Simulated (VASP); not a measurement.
# Cu3O2 (I4/mmm) in VASP: settings compared

Cu3O2 is run at these levels: RPBE, BLYP; tasks: single point.

All numbers are computed with VASP 6.6.1; they aren't measurements. Logs are shortened: lines on timing, memory, paths and dates and some standing lists are left out, and cuts for length are marked.

### Step 1. The cell of the first run

Symmetry: I4/mmm, No. 139, tetragonal system. Conventional cell: a = 4.142 Å, b = 4.142 Å, c = 7.394 Å, α = 90.00°, β = 90.00°, γ = 90.00°. Cu (site symmetry 4/mmm) has 4 O at 2.07 Å and 8 Cu at 2.78 Å within 2.8 Å. Within 2.5 Å of Cu (site symmetry -4m2) lie 2 O at 1.85 Å. O (site symmetry mmm) has 4 Cu at 1.85 to 2.07 Å within 2.5 Å.

### Step 2. Single point, RPBE

INCAR reads:

```
SYSTEM = Cu3O2
PREC = Accurate
ENCUT = 520
EDIFF = 1E-6
ISMEAR = -1
SIGMA = 0.05
LREAL = .False.
LASPH = .True.
NELM = 60
ALGO = Normal
ISIF = 2
LWAVE = .False.
LCHARG = .False.
GGA = RP
NBANDS = 30
```

KPOINTS reads:

```
regular mesh
0
Gamma
  9 9 9
  0 0 0
```

POSCAR reads:

```
Cu3O2
1.0
   -2.0712336856      2.0712336856      3.6971054162
    2.0712336856     -2.0712336856      3.6971054162
    2.0712336856      2.0712336856     -3.6971054162
Cu O
3 2
Direct
    0.0000000000      0.0000000000      0.0000000000
    0.7500000000      0.2500000000      0.5000000000
    0.2500000000      0.7500000000      0.5000000000
    0.5000000000      0.0000000000      0.5000000000
    0.0000000000      0.5000000000      0.5000000000
```

Potentials or basis: VASP PAW PBE potentials, release 64 (Cu, O).

On the command line:

```bash
$ cat potpaw_PBE.64/Cu/POTCAR potpaw_PBE.64/O/POTCAR > POTCAR
$ mpirun -np 1 vasp_std > vasp.out
```

OUTCAR:

```text
SYSTEM = Cu3O2
   PREC = Accurate
   ENCUT = 520
   EDIFF = 1E-6
   ISMEAR = -1
   LREAL = .False.
   LASPH = .True.
   NELM = 60
   ISIF = 2
   GGA = RP

 ion  position               nearest neighbor table
   1  0.000  0.000  0.000-   4 2.07   5 2.07   5 2.07   4 2.07   2 2.78   3 2.78   2 2.78   3 2.78
                             2 2.78   2 2.78   3 2.78   3 2.78
   2  0.750  0.250  0.500-   4 1.85   5 1.85   1 2.78   1 2.78   1 2.78   1 2.78
   3  0.250  0.750  0.500-   4 1.85   5 1.85   1 2.78   1 2.78   1 2.78   1 2.78
   4  0.500  0.000  0.500-   2 1.85   3 1.85   1 2.07   1 2.07
   5  0.000  0.500  0.500-   2 1.85   3 1.85   1 2.07   1 2.07

  LATTYP: Found a body centered tetragonal cell.
 ALAT       =     4.1424673712
 C/A-ratio  =     1.7849774470

  Lattice vectors:

 A1 = (  -2.0712336856,   2.0712336856,   3.6971054162)
 A2 = (   2.0712336856,  -2.0712336856,   3.6971054162)
 A3 = (   2.0712336856,   2.0712336856,  -3.6971054162)

Analysis of symmetry for initial positions (statically):
=====================================================================
 Subroutine PRICEL returns:
 Original cell was already a primitive cell.

 Routine SETGRP: Setting up the symmetry group for a
 body centered tetragonal supercell.

 Subroutine GETGRP returns: Found 16 space group operations
 (whereof 16 operations were pure point group operations)
 out of a pool of 16 trial point group operations.

The static configuration has the point symmetry D_4h.

Analysis of symmetry for dynamics (positions and initial velocities):
=====================================================================
 Subroutine PRICEL returns:
 Original cell was already a primitive cell.

 Routine SETGRP: Setting up the symmetry group for a
 body centered tetragonal supercell.

 Subroutine GETGRP returns: Found 16 space group operations
 (whereof 16 operations were pure point group operations)
 out of a pool of 16 trial point group operations.

The dynamic configuration has the point symmetry D_4h.

 Subroutine INISYM returns: Found 16 space group operations
 (whereof 16 operations are pure point group operations),
 and found     1 'primitive' translations

----------------------------------------------------------------------------------------

                                     Primitive cell
[... 95 lines left out ...]
   ENCUT  =  520.0 eV  38.22 Ry    6.18 a.u.   8.77  8.77  8.77*2*pi/ulx,y,z
   NELM   =     60;   NELMIN=  2; NELMDL= -5     # of ELM steps
   EDIFF  = 0.1E-05   stopping-criterion for ELM
   LREAL  =      F    real-space projection
   EDIFFG = 0.1E-04   stopping-criterion for IOM
   NSW    =      0    number of steps for IOM
   IBRION =     -1    ionic relax: 0-MD 1-quasi-New 2-CG
   NFREE  =      0    steps in history (QN), initial steepest desc. (CG)
   ISIF   =      2    stress and relaxation
   ISYM   =      2    0-nonsym 1-usesym 2-fastsym
   POTIM  = 0.5000    time-step for ionic-motion
   TEBEG  =    0.0;   TEEND  =   0.0 temperature during run
   PSTRESS=    0.0 pullay stress
   NELECT =      45.0000    total number of electrons
   NUPDOWN=      -1.0000    fix difference up-down
   EMIN   =  10.00;   EMAX   =-10.00  energy-range for DOS
   EFERMI =   0.00;   METHOD = LEGACY
   ISMEAR =    -1;   SIGMA  =   0.05  broadening in eV -4-tet -1-fermi 0-gaus
   EFERMI_NEDOS =   21; number of points for ismear=-14 and -15
   IALGO  =     38    algorithm
   IMIX   =      4    mixing-type and parameters
     AMIX     =   0.40;   BMIX     =  1.00
     AMIX_MAG =   1.60;   BMIX_MAG =  1.00
  volume/ion in A,a.u.               =      12.69        85.63
  Fermi-wavevector in a.u.,A,eV,Ry     =   1.459998  2.758997 29.002108  2.131595
  Thomas-Fermi vector in A             =   2.576499
   LORBIT       =      0    0 simple, 1 ext, 2 COOP (PROOUT), +10 PAW based schemes
   GGA     = RP    functional components
   LHFCALC =     F    Hartree Fock is set to
   AEXX    =    0.0000 exact exchange contribution
   IVDW    =     0    specifies the selected vdW correction
   LEPSILON=     F    determine dielectric tensor
   LRPA    =     F    only Hartree local field effects (RPA)
 non-spin polarized calculation
  energy-cutoff  :      520.00
  volume of cell :       63.44
 maximum number of plane-waves:      1724
   NGX = 17   NGY = 17   NGZ = 17

 number of electron      44.9999981 magnetization

 Free energy of the ion-electron system (eV)
  ---------------------------------------------------
  ext. energy  EPLUGINS =         0.00000000
  ---------------------------------------------------
  free energy    TOTEN  =       -20.59516808 eV

  energy without entropy =      -20.57657568  energy(sigma->0) =      -20.58587188

 E-fermi :   3.9642     XC(G=0): -10.6484

 val. band max:        3.9622041779   @ k =  -0.3333  -0.3333   0.1111
 cond. band min:       4.0165884447   @ k =  -0.1111  -0.2222   0.1111
 fundamental gap:      0.0543842668
 Fermi energy:         3.9641981843

 k-point     1 :       0.0000    0.0000    0.0000
  band No.  band energies     occupation
      1     -14.9150      2.00000
      2     -13.8514      2.00000
      3      -2.3398      2.00000
      4      -1.2402      2.00000
      5      -1.2402      2.00000
      6      -0.7063      2.00000
[... 781 lines left out ...]
     29      14.3209      0.00000
     30      14.8935      0.00000

 [... further k-points ...]

------------------------ aborting loop because EDIFF is reached ----------------------------------------

  FORCE on cell =-STRESS in cart. coord.  units (eV):
  Direction    XX          YY          ZZ          XY          YZ          ZX
  --------------------------------------------------------------------------------------
  -------------------------------------------------------------------------------------
  Total        0.1350340      0.1350340      0.5819673      0.0000000     -0.0000000      0.0000000
  in kB        3.4101510      3.4101510     14.6970145      0.0000000     -0.0000000      0.0000000
  external PRESSURE =       7.1724388 kB  Pullay stress =       0.0000000 kB

 VOLUME and BASIS-vectors are now :
 -----------------------------------------------------------------------------
  energy-cutoff  :      520.00
  volume of cell :       63.44
      direct lattice vectors                 reciprocal lattice vectors
    -2.071233686  2.071233686  3.697105416     0.000000000  0.241402022  0.135240937
     2.071233686 -2.071233686  3.697105416     0.241402022  0.000000000  0.135240937
     2.071233686  2.071233686 -3.697105416     0.241402022  0.241402022  0.000000000

 POSITION                                       TOTAL-FORCE (eV/Angst)
 -----------------------------------------------------------------------------------
      0.00000      0.00000      0.00000         0.000000     -0.000000     -0.000000
      0.00000      2.07123      1.84855         0.000000      0.000000      0.000000
      2.07123      0.00000      1.84855        -0.000000      0.000000     -0.000000
      0.00000      2.07123      0.00000         0.000000     -0.000000     -0.000000
      2.07123      0.00000      0.00000         0.000000     -0.000000     -0.000000
 -----------------------------------------------------------------------------------
    total drift:                                0.000000      0.000000      0.000000

  FREE ENERGIE OF THE ION-ELECTRON SYSTEM (eV)
  ---------------------------------------------------
  free  energy   TOTEN  =       -20.5951680824 eV

  energy  without entropy=      -20.5765756823  energy(sigma->0) =      -20.58587188
```

Run time: 7.8 min. Hardware: 1 thread of Intel Xeon 8259CL, shared host; peak memory 0.24 GiB.

What came out:

```yaml
Free_energy: -20.5952 eV
Pressure: 0.7 GPa
Band_gap_on_the_k_mesh: zero (an odd number of electrons rules out a gap without spin polarisation)
```

Caveat: the PAW data sets were made with another functional, which shifts forces and pressure a little. With open d or f shells a metallic result of RPBE can be an artefact of self-interaction; +U or a hybrid may open a gap.

### Step 3. Single point, BLYP

This run uses another cell than the first one, of 12.90 Å³/atom.

INCAR reads:

```
PREC = Accurate ; ENCUT = 520
EDIFF = 1E-6 ; ISMEAR = -1
SIGMA = 0.05 ; LREAL = False
LASPH = True ; NELM = 80
ALGO = Normal ; ISIF = 2
LWAVE = False ; LCHARG = False
GGA = B5 ; ALDAX = 1.0
AGGAX = 1.0 ; AGGAC = 1.0
ALDAC = 0.0 ; NBANDS = 30
```

KPOINTS reads:

```
regular mesh
0
Gamma
  9 9 9
```

POSCAR, as its differences from that of step 2:

```diff
@@ -2,5 +2,5 @@
 1.0
-   -2.0712336856      2.0712336856      3.6971054162
-    2.0712336856     -2.0712336856      3.6971054162
-    2.0712336856      2.0712336856     -3.6971054162
+   -2.0921366966      2.0921366966      3.6843781480
+    2.0921366966     -2.0921366966      3.6843781480
+    2.0921366966      2.0921366966     -3.6843781480
 Cu O
```

Potentials or basis: VASP PAW PBE potentials, release 64 (Cu, O).

On the command line:

```bash
$ cat potpaw_PBE.64/Cu/POTCAR potpaw_PBE.64/O/POTCAR > POTCAR
$ mpirun -np 1 vasp_std > vasp.out
```

OUTCAR:

```text
PREC = Accurate
   ENCUT = 520
   EDIFF = 1E-6
   ISMEAR = -1
   LREAL = False
   LASPH = True
   NELM = 80
   ISIF = 2
   GGA = B5

 ion  position               nearest neighbor table
   1  0.000  0.000  0.000-   4 2.09   5 2.09   5 2.09   4 2.09   2 2.79   3 2.79   2 2.79   3 2.79
                             2 2.79   2 2.79   3 2.79   3 2.79
   2  0.750  0.250  0.500-   4 1.84   5 1.84   1 2.79   1 2.79   1 2.79   1 2.79
   3  0.250  0.750  0.500-   4 1.84   5 1.84   1 2.79   1 2.79   1 2.79   1 2.79
   4  0.500  0.000  0.500-   2 1.84   3 1.84   1 2.09   1 2.09
   5  0.000  0.500  0.500-   2 1.84   3 1.84   1 2.09   1 2.09

  LATTYP: Found a body centered tetragonal cell.
 ALAT       =     4.1842733932
 C/A-ratio  =     1.7610599508

  Lattice vectors:

 A1 = (  -2.0921366966,   2.0921366966,   3.6843781480)
 A2 = (   2.0921366966,  -2.0921366966,   3.6843781480)
 A3 = (   2.0921366966,   2.0921366966,  -3.6843781480)

Analysis of symmetry for initial positions (statically):
=====================================================================
 Subroutine PRICEL returns:
 Original cell was already a primitive cell.

 Routine SETGRP: Setting up the symmetry group for a
 body centered tetragonal supercell.

 Subroutine GETGRP returns: Found 16 space group operations
 (whereof 16 operations were pure point group operations)
 out of a pool of 16 trial point group operations.

The static configuration has the point symmetry D_4h.

Analysis of symmetry for dynamics (positions and initial velocities):
=====================================================================
 Subroutine PRICEL returns:
 Original cell was already a primitive cell.

 Routine SETGRP: Setting up the symmetry group for a
 body centered tetragonal supercell.

 Subroutine GETGRP returns: Found 16 space group operations
 (whereof 16 operations were pure point group operations)
 out of a pool of 16 trial point group operations.

[... 124 lines left out ...]
   IMIX   =      4    mixing-type and parameters
     AMIX     =   0.40;   BMIX     =  1.00
     AMIX_MAG =   1.60;   BMIX_MAG =  1.00
  volume/ion in A,a.u.               =      12.90        87.06
  Fermi-wavevector in a.u.,A,eV,Ry     =   1.451925  2.743741 28.682261  2.108087
  Thomas-Fermi vector in A             =   2.569366
   LORBIT       =      0    0 simple, 1 ext, 2 COOP (PROOUT), +10 PAW based schemes
   GGA     = B5    functional components
   LHFCALC =     F    Hartree Fock is set to
   AEXX    =    0.0000 exact exchange contribution
   IVDW    =     0    specifies the selected vdW correction
   LEPSILON=     F    determine dielectric tensor
   LRPA    =     F    only Hartree local field effects (RPA)
 non-spin polarized calculation
  energy-cutoff  :      520.00
  volume of cell :       64.51
 maximum number of plane-waves:      1750
   NGX = 17   NGY = 17   NGZ = 17

 number of electron      44.9999986 magnetization

 Free energy of the ion-electron system (eV)
  ---------------------------------------------------
  ext. energy  EPLUGINS =         0.00000000
  ---------------------------------------------------
  free energy    TOTEN  =       -20.68124243 eV

  energy without entropy =      -20.66146051  energy(sigma->0) =      -20.67135147

 E-fermi :   3.9313     XC(G=0): -10.2737

 val. band max:        3.9308372824   @ k =  -0.3333  -0.3333   0.1111
 cond. band min:       3.9339115700   @ k =  -0.3333   0.4444   0.2222
 fundamental gap:      0.0030742875
 Fermi energy:         3.9312580814

 k-point     1 :       0.0000    0.0000    0.0000
  band No.  band energies     occupation
      1     -14.6544      2.00000
      2     -13.6137      2.00000
      3      -2.3423      2.00000
      4      -1.1597      2.00000
      5      -1.1597      2.00000
      6      -0.5862      2.00000
[... 781 lines left out ...]
     29      14.1920      0.00000
     30      15.0418      0.00000

 [... further k-points ...]

------------------------ aborting loop because EDIFF is reached ----------------------------------------

  FORCE on cell =-STRESS in cart. coord.  units (eV):
  Direction    XX          YY          ZZ          XY          YZ          ZX
  --------------------------------------------------------------------------------------
  -------------------------------------------------------------------------------------
  Total        0.1172223      0.1172223      0.8442859      0.0000000     -0.0000000      0.0000000
  in kB        2.9114993      2.9114993     20.9698727      0.0000000     -0.0000000      0.0000000
  external PRESSURE =       8.9309571 kB  Pullay stress =       0.0000000 kB

 VOLUME and BASIS-vectors are now :
 -----------------------------------------------------------------------------
  energy-cutoff  :      520.00
  volume of cell :       64.51
      direct lattice vectors                 reciprocal lattice vectors
    -2.092136697  2.092136697  3.684378148     0.000000000  0.238990120  0.135708111
     2.092136697 -2.092136697  3.684378148     0.238990120  0.000000000  0.135708111
     2.092136697  2.092136697 -3.684378148     0.238990120  0.238990120  0.000000000

 POSITION                                       TOTAL-FORCE (eV/Angst)
 -----------------------------------------------------------------------------------
      0.00000      0.00000      0.00000        -0.000000     -0.000000      0.000000
      0.00000      2.09214      1.84219        -0.000000      0.000000      0.000000
      2.09214      0.00000      1.84219         0.000000      0.000000     -0.000000
      0.00000      2.09214      0.00000        -0.000000     -0.000000      0.000000
      2.09214      0.00000      0.00000        -0.000000     -0.000000      0.000000
 -----------------------------------------------------------------------------------
    total drift:                                0.000000      0.000000      0.000000

  FREE ENERGIE OF THE ION-ELECTRON SYSTEM (eV)
  ---------------------------------------------------
  free  energy   TOTEN  =       -20.6812424332 eV

  energy  without entropy=      -20.6614605113  energy(sigma->0) =      -20.67135147
```

OSZICAR:

```text
N       E                     dE             d eps       ncg     rms          rms(c)
DAV:   1     0.444235730487E+03    0.44424E+03   -0.20824E+04  4540   0.226E+03
DAV:   2     0.444774929793E+02   -0.39976E+03   -0.37620E+03  4554   0.438E+02
DAV:   3    -0.248609874893E+02   -0.69338E+02   -0.65832E+02  6110   0.205E+02
DAV:   4    -0.283110015719E+02   -0.34500E+01   -0.34216E+01  6148   0.505E+01
DAV:   5    -0.283570415351E+02   -0.46040E-01   -0.46019E-01  5946   0.599E+00    0.195E+01
DAV:   6    -0.247495385773E+02    0.36075E+01   -0.58418E+01  6324   0.159E+02    0.146E+01
DAV:   7    -0.205388837100E+02    0.42107E+01   -0.16377E+01  5688   0.118E+02    0.311E+00
DAV:   8    -0.207489830131E+02   -0.21010E+00   -0.29419E+00  5310   0.123E+01    0.193E+00
DAV:   9    -0.207023085611E+02    0.46674E-01   -0.19725E-01  7538   0.142E+01    0.126E+00
DAV:  10    -0.206929637457E+02    0.93448E-02   -0.11820E-01  7038   0.108E+01    0.918E-01
DAV:  11    -0.206844594902E+02    0.85043E-02   -0.22561E-02  7698   0.418E+00    0.598E-01
DAV:  12    -0.206811526281E+02    0.33069E-02   -0.17933E-02  6990   0.181E+00    0.992E-02
DAV:  13    -0.206812803725E+02   -0.12774E-03   -0.11574E-03  6234   0.589E-01    0.865E-02
DAV:  14    -0.206812422228E+02    0.38150E-04   -0.30199E-04  6548   0.399E-01    0.176E-02
DAV:  15    -0.206812418902E+02    0.33261E-06   -0.67205E-05  7112   0.135E-01    0.466E-03
DAV:  16    -0.206812424332E+02   -0.54308E-06   -0.51975E-06  5476   0.602E-02
   1 F= -.20681242E+02 E0= -.20671351E+02  d E =-.197819E-01
```

It took 9.4 min on 1 thread of Intel Xeon 8259CL, shared host; peak memory 0.24 GiB.

What came out:

| Property | Result |
| --- | --- |
| Free energy | -20.6812 eV |
| Pressure | 0.9 GPa |
| Band gap on the k mesh | zero (an odd number of electrons rules out a gap without spin polarisation) |

Stress tensor (GPa, compression positive):
```
0.29 0.00 0.00
0.00 0.29 0.00
0.00 0.00 2.10
```

Caveat: the PAW data sets were made with another functional, which shifts forces and pressure a little. With open d or f shells a metallic result of BLYP can be an artefact of self-interaction; +U or a hybrid may open a gap.

The gap in the log of VASP goes by the Fermi energy; the results here count the filled bands.